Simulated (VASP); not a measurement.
# TaN (Fm-3m) in VASP: further runs

TaN is run at these levels: PBE0, PBEsol; tasks: single point.

Everything below comes from runs of VASP 6.6.1. Logs are shortened: lines on timing, memory, paths and dates and some standing lists are left out, and cuts for length are marked.

## (1) The cell of the first run

Symmetry: Fm-3m, No. 225, cubic system. The conventional cell has a = 4.509 Å, b = 4.509 Å, c = 4.509 Å, α = 90.00°, β = 90.00°, γ = 90.00°. Within 3.0 Å of Ta (site symmetry m-3m) lie 6 N at 2.25 Å. N (site symmetry m-3m) has 6 Ta at 2.25 Å within 3.0 Å.

## (2) Single point, PBE0

POSCAR reads:

```
TaN
1.0
    0.0000000000      2.2546932853      2.2546932853
    2.2546932853      0.0000000000      2.2546932853
    2.2546932853      2.2546932853      0.0000000000
Ta N
1 1
Direct
    0.5000000000      0.5000000000      0.5000000000
    0.0000000000      0.0000000000      0.0000000000
```

INCAR.step1 reads:

```
SYSTEM = TaN
ALGO     = Normal         ! electronic algorithm
EDIFF    = 1E-5           ! SCF threshold, eV
ENCUT    = 520            ! plane-wave cutoff, eV
GGA      = PE             ! functional
ISIF     = 2              ! what is computed and relaxed
ISMEAR   = -1             ! smearing method
LASPH    = .TRUE.         ! aspherical terms in the spheres
LREAL    = .FALSE.        ! projectors in reciprocal space
LWAVE    = .TRUE.         ! write WAVECAR
NBANDS   = 15             ! bands
NELM     = 80             ! most SCF steps
PREC     = Accurate       ! precision mode
SIGMA    = 0.05           ! smearing width, eV
```

INCAR.step2 reads:

```
SYSTEM = TaN
AEXX     = 0.25           ! exact-exchange fraction
ALGO     = Normal         ! electronic algorithm
EDIFF    = 1E-6           ! SCF threshold, eV
ENCUT    = 520            ! plane-wave cutoff, eV
GGA      = PE             ! functional
ISIF     = 2              ! what is computed and relaxed
ISMEAR   = -1             ! smearing method
ISTART   = 1            
LASPH    = .TRUE.         ! aspherical terms in the spheres
LCHARG   = .TRUE.         ! write CHGCAR
LELF     = .TRUE.         ! ELF
LHFCALC  = .TRUE.         ! exact exchange
LREAL    = .FALSE.        ! projectors in reciprocal space
LVHAR    = .TRUE.       
LWAVE    = .FALSE.        ! write WAVECAR
NBANDS   = 15             ! bands
NELM     = 80             ! most SCF steps
PREC     = Accurate       ! precision mode
PRECFOCK = Normal       
SIGMA    = 0.05           ! smearing width, eV
```

KPOINTS reads:

```
k-points
0
G
  6 6 6
  0 0 0
```

Potentials or basis: VASP PAW PBE potentials, release 64 (Ta_pv, N).

On the command line:

```bash
> cat potpaw_PBE.64/Ta_pv/POTCAR potpaw_PBE.64/N/POTCAR > POTCAR
> cp INCAR.step1 INCAR
> mpirun -np 1 vasp_std > vasp.out
> cp INCAR.step2 INCAR
> mpirun -np 1 vasp_std > vasp.out
```

OUTCAR:

```text
SYSTEM = TaN
   AEXX = 0.25
   EDIFF = 1E-6
   ENCUT = 520
   GGA = PE
   ISIF = 2
   ISMEAR = -1
   ISTART = 1
   LASPH = .TRUE.
   LHFCALC = .TRUE.
   LREAL = .FALSE.
   NELM = 80
   PREC = Accurate
   PRECFOCK = Normal

 ion  position               nearest neighbor table
   1  0.500  0.500  0.500-   2 2.25   2 2.25   2 2.25   2 2.25   2 2.25   2 2.25
   2  0.000  0.000  0.000-   1 2.25   1 2.25   1 2.25   1 2.25   1 2.25   1 2.25

  LATTYP: Found a face centered cubic cell.
 ALAT       =     4.5093865706

  Lattice vectors:

 A1 = (   0.0000000000,   2.2546932853,   2.2546932853)
 A2 = (   2.2546932853,   0.0000000000,   2.2546932853)
 A3 = (   2.2546932853,   2.2546932853,   0.0000000000)

Analysis of symmetry for initial positions (statically):
=====================================================================
 Subroutine PRICEL returns:
 Original cell was already a primitive cell.

 Routine SETGRP: Setting up the symmetry group for a
 face centered cubic supercell.

 Subroutine GETGRP returns: Found 48 space group operations
 (whereof 48 operations were pure point group operations)
 out of a pool of 48 trial point group operations.

The static configuration has the point symmetry O_h .

Analysis of symmetry for dynamics (positions and initial velocities):
=====================================================================
 Subroutine PRICEL returns:
 Original cell was already a primitive cell.

 Routine SETGRP: Setting up the symmetry group for a
 face centered cubic supercell.

 Subroutine GETGRP returns: Found 48 space group operations
 (whereof 48 operations were pure point group operations)
 out of a pool of 48 trial point group operations.

The dynamic configuration has the point symmetry O_h .

 Subroutine INISYM returns: Found 48 space group operations
 (whereof 48 operations are pure point group operations),
 and found     1 'primitive' translations

----------------------------------------------------------------------------------------

                                     Primitive cell

  volume of cell :      22.9241

  direct lattice vectors                    reciprocal lattice vectors
     0.000000000  2.254693285  2.254693285    -0.221759653  0.221759653  0.221759653
     2.254693285  0.000000000  2.254693285     0.221759653 -0.221759653  0.221759653
     2.254693285  2.254693285  0.000000000     0.221759653  0.221759653 -0.221759653

  length of vectors
     3.188617823  3.188617823  3.188617823     0.384098986  0.384098986  0.384098986

[... 88 lines left out ...]
   IALGO  =     38    algorithm
   IMIX   =      1    mixing-type and parameters
     AMIX     =   0.40;   BMIX     =  1.00
     AMIX_MAG =   1.60;   BMIX_MAG =  1.00
  volume/ion in A,a.u.               =      11.46        77.35
  Fermi-wavevector in a.u.,A,eV,Ry     =   1.452170  2.744203 28.691921  2.108797
  Thomas-Fermi vector in A             =   2.569583
   LORBIT       =      0    0 simple, 1 ext, 2 COOP (PROOUT), +10 PAW based schemes
   GGA     = PE    functional components
   LHFCALC =     T    Hartree Fock is set to
   PRECFOCK=normal    Normal, Fast or Accurate (Low or Medium for compatibility)
   ENCUT4O =  -1.0   cutoff for four orbital integrals eV
   NKREDX  =     1    reduce k-point grid by
   NKREDY  =     1    reduce k-point grid by
   NKREDZ  =     1    reduce k-point grid by
   AEXX    =    0.2500 exact exchange contribution
   HFSCREEN=    0.0000 screening length (either q_TF or 0.3 A-1)
   HFSCREENC=   0.0000 screening length for correlation (either q_TF or 0.3 A-1)
   ENCUTFOCK=  -1.0 apply spherical cutoff to Coloumb kernel
   IVDW    =     0    specifies the selected vdW correction
   LEPSILON=     F    determine dielectric tensor
   LRPA    =     F    only Hartree local field effects (RPA)
 non-spin polarized calculation
  energy-cutoff  :      520.00
  volume of cell :       22.92
 maximum number of plane-waves:       636
  NGX = 18; NGY = 18; NGZ = 18

 number of electron      16.0000000 magnetization

 Free energy of the ion-electron system (eV)
  ---------------------------------------------------
  ext. energy  EPLUGINS =         0.00000000
  ---------------------------------------------------
  free energy    TOTEN  =       -27.05687945 eV

  energy without entropy =      -27.05468121  energy(sigma->0) =      -27.05578033

 E-fermi :   8.7649     XC(G=0): -10.2336

 val. band max:        8.7092653611   @ k =   0.3333   0.0000   0.0000
 cond. band min:       9.1690258278   @ k =   0.1667   0.1667   0.0000
 fundamental gap:      0.4597604667
 Fermi energy:         8.7648582328

 k-point     1 :       0.0000    0.0000    0.0000
  band No.  band energies     occupation
      1     -30.2725      2.00000
      2     -30.2725      2.00000
      3     -30.2725      2.00000
      4     -12.2383      2.00000
      5       4.0469      2.00000
      6       4.0469      2.00000
      7       4.0469      2.00000
      8       6.1894      2.00000
      9       6.1894      2.00000
     10       6.1894      2.00000
     11       9.5181      0.00000
     12       9.5181      0.00000
     13      10.5209      0.00000
     14      18.9342      0.00000
[... 257 lines left out ...]
      2     -30.6235      2.00000
      3     -30.5338      2.00000
      4     -10.4984      2.00000
      5       0.6924      2.00000
      6       0.8427      2.00000
      7       1.0872      2.00000
      8       6.1720      2.00000
      9      10.8274      0.00000
     10      12.8118      0.00000
     11      12.8876      0.00000
     12      14.0559      0.00000
     13      17.8256      0.00000
     14      19.8082      0.00000
     15      23.1035      0.00000

------------------------ aborting loop because EDIFF is reached ----------------------------------------

  FORCE on cell =-STRESS in cart. coord.  units (eV):
  Direction    XX          YY          ZZ          XY          YZ          ZX
  --------------------------------------------------------------------------------------
  -------------------------------------------------------------------------------------
  Total       -3.7696467     -3.7696467     -3.7696467      0.0000000     -0.0000000     -0.0000000
  in kB     -263.4625053   -263.4625053   -263.4625053      0.0000000     -0.0000000     -0.0000000
  external PRESSURE =    -263.4625053 kB  Pullay stress =       0.0000000 kB

 VOLUME and BASIS-vectors are now :
 -----------------------------------------------------------------------------
  energy-cutoff  :      520.00
  volume of cell :       22.92
      direct lattice vectors                 reciprocal lattice vectors
     0.000000000  2.254693285  2.254693285    -0.221759653  0.221759653  0.221759653
     2.254693285  0.000000000  2.254693285     0.221759653 -0.221759653  0.221759653
     2.254693285  2.254693285  0.000000000     0.221759653  0.221759653 -0.221759653

 POSITION                                       TOTAL-FORCE (eV/Angst)
 -----------------------------------------------------------------------------------
      2.25469      2.25469      2.25469         0.000000      0.000000      0.000000
      0.00000      0.00000      0.00000        -0.000000     -0.000000     -0.000000
 -----------------------------------------------------------------------------------
    total drift:                                0.000000     -0.000000      0.000000

  FREE ENERGIE OF THE ION-ELECTRON SYSTEM (eV)
  ---------------------------------------------------
  free  energy   TOTEN  =       -27.0568794541 eV

  energy  without entropy=      -27.0546812052  energy(sigma->0) =      -27.05578033
```

OSZICAR.step1:

```text
N       E                     dE             d eps       ncg     rms          rms(c)
DAV:   1     0.873512956169E+02    0.87351E+02   -0.85260E+03   480   0.110E+03
DAV:   2    -0.219736492432E+02   -0.10932E+03   -0.10228E+03   592   0.293E+02
DAV:   3    -0.247170993049E+02   -0.27435E+01   -0.27284E+01   578   0.439E+01
DAV:   4    -0.247290361809E+02   -0.11937E-01   -0.11929E-01   571   0.311E+00
DAV:   5    -0.247291156301E+02   -0.79449E-04   -0.79448E-04   578   0.230E-01    0.207E+01
DAV:   6    -0.218364856505E+02    0.28926E+01   -0.62549E+00   550   0.258E+01    0.838E+00
DAV:   7    -0.217377179578E+02    0.98768E-01   -0.48565E-01   522   0.607E+00    0.591E+00
DAV:   8    -0.217080539004E+02    0.29664E-01   -0.18227E-01   557   0.359E+00    0.145E+00
DAV:   9    -0.217009606433E+02    0.70933E-02   -0.21059E-02   529   0.121E+00    0.402E-01
DAV:  10    -0.217008246876E+02    0.13596E-03   -0.78418E-04   585   0.327E-01    0.739E-02
DAV:  11    -0.217008019449E+02    0.22743E-04   -0.41165E-05   536   0.614E-02    0.121E-02
DAV:  12    -0.217008025790E+02   -0.63413E-06   -0.27250E-06   297   0.143E-02
   1 F= -.21700803E+02 E0= -.21693756E+02  d E =-.140924E-01
```

Wall time 15 min (1 thread of Intel Xeon Platinum 8488C (Sapphire Rapids), shared host); peak memory 0.15 GiB.

What came out:

| Quantity | Value |
| --- | --- |
| Free energy | -27.0569 eV |
| Pressure | -26.3 GPa |
| Band gap on the k mesh | zero (band 8 reaches 11.12 eV, above the bottom of band 9 at 6.19 eV) |

Levels at points of the mesh, in eV from the Fermi level:
```tsv
k point	band 5	band 6	band 7	band 8	band 9	band 10	band 11	band 12
(0.00, 0.00, 0.00)	-4.72	-4.72	-4.72	-2.58	-2.58	-2.58	0.75	0.75
(0.50, 0.00, 0.00)	-11.59	-8.55	-8.55	2.35	2.35	2.47	4.17	8.18
(0.50, 0.50, 0.00)	-8.01	-6.17	-5.75	-5.75	2.76	4.04	4.04	4.90
```

Caveat: the k points lie up to 0.40 Å⁻¹ apart; the PAW data sets were made with another functional, which shifts forces and pressure a little; spin-orbit coupling is left out, which moves the levels of the heavy elements.

## (3) Single point, PBEsol (volume scaled by 0.96)

INCAR reads:

```
PREC = Accurate ; ENCUT = 520
EDIFF = 1E-6 ; ISMEAR = -1
SIGMA = 0.05 ; LREAL = False
LASPH = True ; NELM = 100
ALGO = Normal ; ISIF = 2
LWAVE = False ; LCHARG = True
GGA = PS ; LELF = True
LVHAR = True ; NBANDS = 15
```

KPOINTS reads:

```
regular mesh
0
Gamma
  10 10 10
```

POSCAR reads:

```
TaN
1.0
    0.0000000000      2.1814365931      2.1814365931
    2.1814365931      0.0000000000      2.1814365931
    2.1814365931      2.1814365931      0.0000000000
Ta N
1 1
Direct
    0.5000000000      0.5000000000      0.5000000000
    0.0000000000      0.0000000000      0.0000000000
```

Potentials or basis: VASP PAW PBE potentials, release 64 (Ta_pv, N).

On the command line:

```bash
> cat potpaw_PBE.64/Ta_pv/POTCAR potpaw_PBE.64/N/POTCAR > POTCAR
> mpirun -np 1 vasp_std > vasp.out
```

Run time: 17 s. Hardware: 1 thread of Intel Xeon 8259CL, shared host; peak memory 0.15 GiB.

The run converged. Its results:

```
Free energy            : -23.2242 eV
Pressure               : 4.1 GPa
Band gap on the k mesh : zero (band 8 reaches 11.62 eV, above the bottom of band 9 at 7.45 eV)
```

Levels at points of the mesh, in eV from the Fermi level:
| k point | band 4 | band 5 | band 6 | band 7 | band 8 | band 9 | band 10 | band 11 | band 12 | band 13 |
| --- | --- | --- | --- | --- | --- | --- | --- | --- | --- | --- |
| (0.00, 0.00, 0.00) | -19.02 | -3.88 | -3.88 | -3.88 | -2.23 | -2.23 | -2.23 | 0.00 | 0.00 | 1.73 |
| (0.50, 0.00, 0.00) | -15.80 | -10.62 | -7.78 | -7.78 | 1.95 | 1.95 | 2.06 | 3.86 | 7.79 | 7.79 |
| (0.50, 0.50, 0.00) | -17.74 | -6.70 | -5.70 | -4.68 | -4.68 | 2.14 | 3.67 | 3.67 | 4.79 | 6.98 |

Caveat: the PAW data sets were made with another functional, which shifts forces and pressure a little; spin-orbit coupling is left out, which moves the levels of the heavy elements.
